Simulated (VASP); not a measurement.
# Mg6HO6 in VASP: a series of runs, part 2 of 3

VASP 6.6.1. Earlier steps stand in the parts before.

### 3 Single point, PBE

File INCAR:

```
  PREC = Accurate
  ENCUT = 520
  EDIFF = 1E-6
  ISMEAR = 0
  SIGMA = 0.05
  LREAL = Auto
  LASPH = True
  NELM = 100
  ALGO = Normal
  ISIF = 2
  LWAVE = False
  LCHARG = True
  GGA = PE
  LELF = True
  LVHAR = True
  NBANDS = 68
```

File KPOINTS:

```
regular mesh
0
Gamma
  2 2 1
```

File POSCAR:

```
Mg6HO6
1.0
    5.3245140000      0.0000000000      0.0000000000
    2.6622570000      4.6111640000      0.0000000000
    0.0000000000      0.0000000000     17.4343090000
Mg O H
12 12 2
Direct
    0.0000000000      0.0000000000      0.0573581666
    0.0000000939      0.5000000000      0.0573581666
    0.5000000000      0.0000000000      0.0573581666
    0.5000000939      0.5000000000      0.0573581666
    0.6671129056      0.6671129025      0.2001685298
    0.6666336657      0.1658967237      0.2001066977
    0.1658966339      0.6666336309      0.2001066977
    0.1670115109      0.1670116266      0.2003124988
    0.3359857469      0.3359856644      0.3474380889
    0.3314752987      0.8311940326      0.3458311425
    0.8311937893      0.3314755233      0.3458311425
    0.8354482657      0.8354482729      0.3502858645
    0.3333333911      0.8333334056      0.1196985782
    0.3333332972      0.3333334056      0.1196985782
    0.8333333911      0.8333334056      0.1196985782
    0.8333332972      0.3333334056      0.1196985782
   -0.0006351616      0.5003923088      0.2691686261
    0.0000648646      0.0000648426      0.2679990931
    0.5001481060      0.5001483356      0.2673253640
    0.5003923474      0.9993648025      0.2691686261
    0.6671722421      0.1733330239      0.4167001399
    0.6658930000      0.6658930370      0.4109761964
    0.1668023962      0.1668025687      0.4097108179
    0.1733329674      0.6671723235      0.4167001399
    0.1677932216      0.1677932080      0.4647864736
    0.6354365262      0.6354365188      0.4637410637
```

Potentials or basis: VASP PAW PBE potentials, release 64 (Mg, O, H).

Run with:

```
$ cat potpaw_PBE.64/Mg/POTCAR potpaw_PBE.64/O/POTCAR potpaw_PBE.64/H/POTCAR > POTCAR
$ mpirun -np 1 vasp_std > vasp.out
```

OUTCAR:

```text
PREC = Accurate
   ENCUT = 520
   EDIFF = 1E-6
   ISMEAR = 0
   LREAL = Auto
   LASPH = True
   NELM = 100
   ISIF = 2
   GGA = PE

 ion  position               nearest neighbor table
   1  0.000  0.000  0.057-  15 1.88  16 1.88  13 1.88   4 2.66   2 2.66   3 2.66   3 2.66   2 2.66
                             4 2.66   6 2.93   7 2.93   8 2.93
   2  0.000  0.500  0.057-  14 1.88  15 1.88  16 1.88   1 2.66   3 2.66   4 2.66   4 2.66   3 2.66
                             1 2.66   7 2.92   5 2.92   8 2.93
   3  0.500  0.000  0.057-  13 1.88  14 1.88  15 1.88   2 2.66   4 2.66   1 2.66   1 2.66   4 2.66
                             2 2.66   6 2.92   5 2.92   8 2.93
   4  0.500  0.500  0.057-  16 1.88  13 1.88  14 1.88   3 2.66   1 2.66   2 2.66   2 2.66   1 2.66
                             3 2.66   6 2.93   7 2.93   5 2.93
   5  0.667  0.667  0.200-  19 1.93  20 1.95  17 1.95  15 2.08  16 2.08  13 2.08   7 2.65   6 2.65
                             8 2.66   8 2.66   6 2.67   7 2.67   3 2.92   2 2.92   4 2.93  11 2.97
   6  0.667  0.166  0.200-  19 1.94  18 1.94  20 1.95  15 2.08  14 2.08  16 2.08   5 2.65   8 2.66
                             7 2.66   7 2.67   8 2.67   5 2.67   3 2.92   1 2.93   4 2.93  11 2.96
   7  0.166  0.667  0.200-  19 1.94  18 1.94  17 1.95  15 2.08  14 2.08  13 2.08   5 2.65   8 2.66
                             6 2.66   6 2.67   8 2.67   5 2.67   2 2.92   1 2.93   4 2.93  10 2.96
   8  0.167  0.167  0.200-  18 1.94  17 1.95  20 1.95  14 2.08  13 2.08  16 2.08   7 2.66   6 2.66
                             5 2.66   5 2.66   6 2.67   7 2.67   2 2.93   3 2.93   1 2.93  10 2.97
   9  0.336  0.336  0.347-  23 1.90  21 1.95  24 1.95  19 2.06  20 2.07  17 2.07  11 2.62  10 2.62
                            12 2.66  12 2.66  10 2.70  11 2.70   6 2.99   7 2.99   8 3.00
  10  0.331  0.831  0.346-  23 1.91  22 1.92  24 1.93  18 2.04  20 2.05  19 2.05   9 2.62  12 2.63
                            11 2.66  11 2.66  12 2.70   9 2.70   7 2.96   8 2.97   5 2.97
  11  0.831  0.331  0.346-  23 1.91  22 1.92  21 1.93  18 2.04  17 2.05  19 2.05   9 2.62  12 2.63
                            10 2.66  10 2.66  12 2.70   9 2.70   6 2.96   8 2.97   5 2.97
  12  0.835  0.835  0.350-  22 1.89  24 1.94  21 1.94  18 2.09  20 2.09  17 2.09  10 2.63  11 2.63
                             9 2.66   9 2.66  11 2.70  10 2.70   7 3.03   6 3.03   5 3.04
  13  0.333  0.833  0.120-   3 1.88   4 1.88   1 1.88   5 2.08   7 2.08   8 2.08
  14  0.333  0.333  0.120-   2 1.88   3 1.88   4 1.88   7 2.08   6 2.08   8 2.08
  15  0.833  0.833  0.120-   1 1.88   2 1.88   3 1.88   7 2.08   6 2.08   5 2.08
  16  0.833  0.333  0.120-   4 1.88   1 1.88   2 1.88   5 2.08   6 2.08   8 2.08
  17  0.999  0.500  0.269-   5 1.95   7 1.95   8 1.95  11 2.05   9 2.07  12 2.09
  18  0.000  0.000  0.268-   8 1.94   7 1.94   6 1.94  10 2.04  11 2.04  12 2.09
  19  0.500  0.500  0.267-   5 1.93   7 1.94   6 1.94  10 2.05  11 2.05   9 2.06
  20  0.500  0.999  0.269-   5 1.95   6 1.95   8 1.95  10 2.05   9 2.07  12 2.09
  21  0.667  0.173  0.417-  11 1.93  12 1.94   9 1.95
  22  0.666  0.666  0.411-  26 0.96  12 1.89  11 1.92  10 1.92
  23  0.167  0.167  0.410-  25 0.96   9 1.90  10 1.91  11 1.91
  24  0.173  0.667  0.417-  10 1.93  12 1.94   9 1.95
  25  0.168  0.168  0.465-  23 0.96
  26  0.635  0.635  0.464-  22 0.96

  LATTYP: Found a hexagonal cell.
 ALAT       =     5.3245136650
 C/A-ratio  =     3.2743476864

  Lattice vectors:

 A1 = (  -2.6622570000,  -4.6111640000,   0.0000000000)
 A2 = (   5.3245140000,   0.0000000000,   0.0000000000)
 A3 = (   0.0000000000,   0.0000000000,  17.4343090000)

Analysis of symmetry for initial positions (statically):
=====================================================================
 Subroutine PRICEL returns:
 Original cell was already a primitive cell.

 Routine SETGRP: Setting up the symmetry group for a
 hexagonal supercell.

 Subroutine GETGRP returns: Found  2 space group operations
 (whereof  2 operations were pure point group operations)
 out of a pool of 24 trial point group operations.

The static configuration has the point symmetry C_1h.

Analysis of symmetry for dynamics (positions and initial velocities):
=====================================================================
 Subroutine PRICEL returns:
[... 131 lines left out ...]
   LSORBIT =      F    spin-orbit coupling
   LASPH  =      T    aspherical Exc in radial PAW
   ENCUT  =  520.0 eV  38.22 Ry    6.18 a.u.   9.90  9.90 32.42*2*pi/ulx,y,z
   NELM   =    100;   NELMIN=  2; NELMDL= -5     # of ELM steps
   EDIFF  = 0.1E-05   stopping-criterion for ELM
   LREAL  =      T    real-space projection
   EDIFFG = 0.1E-04   stopping-criterion for IOM
   NSW    =      0    number of steps for IOM
   IBRION =     -1    ionic relax: 0-MD 1-quasi-New 2-CG
   NFREE  =      0    steps in history (QN), initial steepest desc. (CG)
   ISIF   =      2    stress and relaxation
   ISYM   =      2    0-nonsym 1-usesym 2-fastsym
   POTIM  = 0.5000    time-step for ionic-motion
   TEBEG  =    0.0;   TEEND  =   0.0 temperature during run
   PSTRESS=    0.0 pullay stress
   NELECT =      98.0000    total number of electrons
   NUPDOWN=      -1.0000    fix difference up-down
   EMIN   =  10.00;   EMAX   =-10.00  energy-range for DOS
   EFERMI =   0.00;   METHOD = LEGACY
   ISMEAR =     0;   SIGMA  =   0.05  broadening in eV -4-tet -1-fermi 0-gaus
   EFERMI_NEDOS =   21; number of points for ismear=-14 and -15
   IALGO  =     38    algorithm
   IMIX   =      4    mixing-type and parameters
     AMIX     =   0.40;   BMIX     =  1.00
     AMIX_MAG =   1.60;   BMIX_MAG =  1.00
  volume/ion in A,a.u.               =      16.46       111.10
  Fermi-wavevector in a.u.,A,eV,Ry     =   1.001502  1.892564 13.646725  1.003006
  Thomas-Fermi vector in A             =   2.133928
   LORBIT       =      0    0 simple, 1 ext, 2 COOP (PROOUT), +10 PAW based schemes
   GGA     = PE    functional components
   LHFCALC =     F    Hartree Fock is set to
   AEXX    =    0.0000 exact exchange contribution
   IVDW    =     0    specifies the selected vdW correction
   LEPSILON=     F    determine dielectric tensor
   LRPA    =     F    only Hartree local field effects (RPA)
 non-spin polarized calculation
 Gauss-broadening in eV      SIGMA  =   0.05
  energy-cutoff  :      520.00
  volume of cell :      428.05
 maximum number of plane-waves:     11540
 NGX is ok and might be reduce to    40
   NGX = 19   NGY = 19   NGZ = 65

 number of electron      98.0000004 magnetization

 Free energy of the ion-electron system (eV)
  ---------------------------------------------------
  ext. energy  EPLUGINS =         0.00000000
  ---------------------------------------------------
  free energy    TOTEN  =      -126.15374259 eV

  energy without entropy =     -126.14995513  energy(sigma->0) =     -126.15184886

 E-fermi :  -0.1999     XC(G=0):  -6.5421

 val. band max:       -0.2824205761   @ k =   0.5000   0.5000   0.0000
 cond. band min:      -0.1390227825   @ k =   0.5000   0.5000   0.0000
 fundamental gap:      0.1433977936
 Fermi energy:        -0.1999269422

 k-point     1 :       0.0000    0.0000    0.0000
  band No.  band energies     occupation
      1     -20.8819      2.00000
      2     -19.7006      2.00000
      3     -19.3391      2.00000
      4     -19.3189      2.00000
      5     -19.3029      2.00000
      6     -19.1772      2.00000
[... 181 lines left out ...]
     60       7.2047      0.00000
     61       7.8253      0.00000
 [bands above 61 left out]

------------------------ aborting loop because EDIFF is reached ----------------------------------------

  FORCE on cell =-STRESS in cart. coord.  units (eV):
  Direction    XX          YY          ZZ          XY          YZ          ZX
  --------------------------------------------------------------------------------------
  -------------------------------------------------------------------------------------
  Total       85.6195034     83.4353529     10.5246793      1.8915175     -0.0095173     -0.0164845
  in kB      320.4704616    312.2952717     39.3934641      7.0798761     -0.0356230     -0.0617010
  external PRESSURE =     224.0530658 kB  Pullay stress =       0.0000000 kB

 VOLUME and BASIS-vectors are now :
 -----------------------------------------------------------------------------
  energy-cutoff  :      520.00
  volume of cell :      428.05
      direct lattice vectors                 reciprocal lattice vectors
     5.324514000  0.000000000  0.000000000     0.187810568 -0.108432491  0.000000000
     2.662257000  4.611164000  0.000000000     0.000000000  0.216864982  0.000000000
     0.000000000  0.000000000 17.434309000     0.000000000  0.000000000  0.057358167

 POSITION                                       TOTAL-FORCE (eV/Angst)
 -----------------------------------------------------------------------------------
      0.00000      0.00000      1.00000         0.010719      0.006189     -2.558124
      1.33113      2.30558      1.00000        -0.006819     -0.008571     -2.571699
      2.66226      0.00000      1.00000        -0.010832     -0.001620     -2.571699
      3.99339      2.30558      1.00000         0.006130      0.003539     -2.551124
      5.32808      3.07617      3.48980        -0.003896     -0.002249     -0.032220
      3.99116      0.76498      3.48872         0.002146      0.002625     -0.031875
[... 18 lines left out ...]
      1.34013      0.77372      8.10323         0.000029      0.000017      0.087559
      5.07509      2.93010      8.08501        -0.011968     -0.006910      0.071004
 -----------------------------------------------------------------------------------
    total drift:                                0.006059      0.000851     -0.027479

  FREE ENERGIE OF THE ION-ELECTRON SYSTEM (eV)
  ---------------------------------------------------
  free  energy   TOTEN  =      -126.1537425866 eV

  energy  without entropy=     -126.1499551337  energy(sigma->0) =     -126.15184886
```

It took 2.5 min on 1 thread of Intel Xeon 6975P-C (Granite Rapids), shared host; peak memory 0.5 GiB.

What came out:

| Property | Result |
| --- | --- |
| Free energy | -126.1537 eV |
| Largest force | 2.621 eV/Å |
| Band gap on the k mesh | zero (bands 49 and 50 overlap by 0.30 eV) |

Forces in eV/Å, atoms in the order of the input:
```
Mg   0.011  0.006 -2.558
Mg  -0.007 -0.009 -2.572
Mg  -0.011 -0.002 -2.572
Mg   0.006  0.004 -2.551
Mg  -0.004 -0.002 -0.032
Mg   0.002  0.003 -0.032
Mg   0.003  0.001 -0.032
Mg  -0.003 -0.002 -0.034
Mg  -0.016 -0.009 -0.046
Mg   0.016  0.013 -0.042
Mg   0.019  0.008 -0.042
Mg  -0.020 -0.012 -0.046
O    0.012  0.021  2.582
O   -0.025 -0.014  2.620
O   -0.013 -0.007  2.620
O    0.024  0.000  2.582
O    0.004  0.001  0.032
O   -0.004 -0.002  0.038
O    0.000  0.000  0.045
O    0.003  0.003  0.032
O    0.001  0.004  0.011
O    0.008  0.005 -0.077
O    0.001  0.001 -0.095
O    0.004 -0.001  0.011
H    0.000  0.000  0.088
H   -0.012 -0.007  0.071
```

Caveat: the k points lie up to 0.68 Å⁻¹ apart.

### 4 Single point, PBE

File INCAR:

```
SYSTEM = Mg6HO6
PREC = Accurate
ENCUT = 520
EDIFF = 1E-7
ISMEAR = 0
SIGMA = 0.05
LREAL = Auto
LASPH = .TRUE.
NELM = 60
ALGO = Normal
ISIF = 2
LWAVE = .FALSE.
LCHARG = .TRUE.
GGA = PE
LELF = .TRUE.
LVHAR = .TRUE.
NBANDS = 68
```

File KPOINTS:

```
Automatic mesh
0
G
  2 2 1
  0 0 0
```

POSCAR is that of step 3.

Run with:

```
$ cat potpaw_PBE.64/Mg/POTCAR potpaw_PBE.64/O/POTCAR potpaw_PBE.64/H/POTCAR > POTCAR
$ mpirun -np 1 vasp_std > vasp.out
```

It took 3 min on 1 thread of Intel Xeon 6975P-C (Granite Rapids), shared host; peak memory 0.5 GiB.

It converged, with:

* Free energy: -126.1537 eV
* Largest force: 2.621 eV/Å
* Band gap on the k mesh: zero (bands 49 and 50 overlap by 0.31 eV)

Forces in eV/Å, atoms in the order of the input:
```
Mg   0.011  0.006 -2.559
Mg  -0.007 -0.009 -2.572
Mg  -0.011 -0.002 -2.572
Mg   0.006  0.004 -2.552
Mg  -0.004 -0.002 -0.031
Mg   0.002  0.003 -0.031
Mg   0.003  0.001 -0.031
Mg  -0.003 -0.002 -0.033
Mg  -0.018 -0.010 -0.049
Mg   0.018  0.014 -0.043
Mg   0.021  0.009 -0.043
Mg  -0.022 -0.013 -0.049
O    0.012  0.021  2.582
O   -0.025 -0.014  2.621
O   -0.013 -0.007  2.621
O    0.024  0.000  2.582
O    0.004  0.001  0.031
O   -0.004 -0.002  0.037
O   -0.001  0.000  0.044
O    0.003  0.003  0.031
O    0.001  0.004  0.016
O    0.008  0.005 -0.078
O    0.001  0.001 -0.097
O    0.004 -0.001  0.016
H    0.000  0.000  0.088
H   -0.012 -0.007  0.072
```

Levels at points of the mesh, in eV from the Fermi level:
| k point | band 47 | band 48 | band 49 | band 50 | band 51 | band 52 |
| --- | --- | --- | --- | --- | --- | --- |
| (0.00, 0.00, 0.00) | -0.36 | 0.11 | 0.22 | 2.87 | 2.87 | 2.88 |
| (0.50, 0.00, 0.00) | -0.31 | -0.29 | -0.09 | -0.09 | 2.44 | 2.44 |
| (0.50, 0.50, 0.00) | -0.97 | -0.09 | -0.08 | 0.06 | 2.44 | 2.44 |

Caveat: the k points lie up to 0.68 Å⁻¹ apart.

(Continued in part 3 of 3.)
